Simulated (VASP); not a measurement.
## Si3C2: single point with PBE

Crystal: Si3C2.

```xyz
10
Lattice="2.9086 0.0000 0.0000 -1.4543 2.5189 0.0000 0.0000 0.0000 14.4487" Properties=species:S:1:pos:R:3 pbc="T T T"
Si    0.0000    1.6793    6.0117
Si    0.0000    1.6793    8.4370
Si    1.4543    0.8396   13.2160
Si    1.4543    0.8396    1.2328
Si    1.4543    0.8396    3.7514
Si    1.4543    0.8396   10.6973
C     0.0000    1.6793   11.5788
C     0.0000    1.6793    0.0000
C     0.0000    1.6793    2.8699
C     1.4543    0.8396    7.2244
```

| Quantity | Value |
| --- | --- |
| Program | VASP 6.6.1 |
| Task | single point |
| Functional | PBE |
| Potentials or basis | VASP PAW PBE potentials, release 64 (Si, C) |
| Cutoff | 520 eV |
| k mesh | 6 × 6 × 2 |
| Occupations | gaussian, width 0.1 eV |
| Spin | no spin polarisation |

The pressure is 0.1 GPa, the largest force is 0.029 eV/Å and the band gap on the k mesh is zero (band 20 reaches 14.32 eV, above the bottom of band 21 at 8.55 eV).

Forces in eV/Å, atoms in the order of the input:
```
Si   0.000  0.000  0.029
Si   0.000  0.000 -0.029
Si   0.000  0.000 -0.008
Si   0.000  0.000  0.008
Si   0.000  0.000 -0.021
Si   0.000  0.000  0.021
C    0.000  0.000  0.000
C    0.000  0.000  0.000
C    0.000  0.000  0.000
C    0.000  0.000  0.000
```

Stress tensor (GPa, compression positive):
```
 0.21  0.00  0.00
 0.00  0.21  0.00
 0.00  0.00 -0.24
```

Levels at points of the mesh, in eV from the Fermi level:
| k point | band 18 | band 19 | band 20 | band 21 | band 22 | band 23 |
| --- | --- | --- | --- | --- | --- | --- |
| (0.00, 0.00, 0.00) | -0.33 | 0.66 | 3.96 | 4.28 | 4.80 | 5.29 |
| (0.50, 0.00, 0.00) | -2.38 | -2.12 | -1.96 | -0.47 | 0.31 | 1.54 |
| (0.00, 0.00, 0.50) | -0.33 | 2.11 | 2.39 | 4.78 | 4.80 | 5.39 |
| (0.50, 0.00, 0.50) | -2.39 | -2.19 | -1.88 | -0.73 | 0.69 | 1.40 |

It took 27 s on 1 thread of Intel(R) Xeon(R) 6975P-C (Granite Rapids) (shared host), peak memory 0.23 GiB.

Caveat: the k points lie up to 0.42 Å⁻¹ apart.
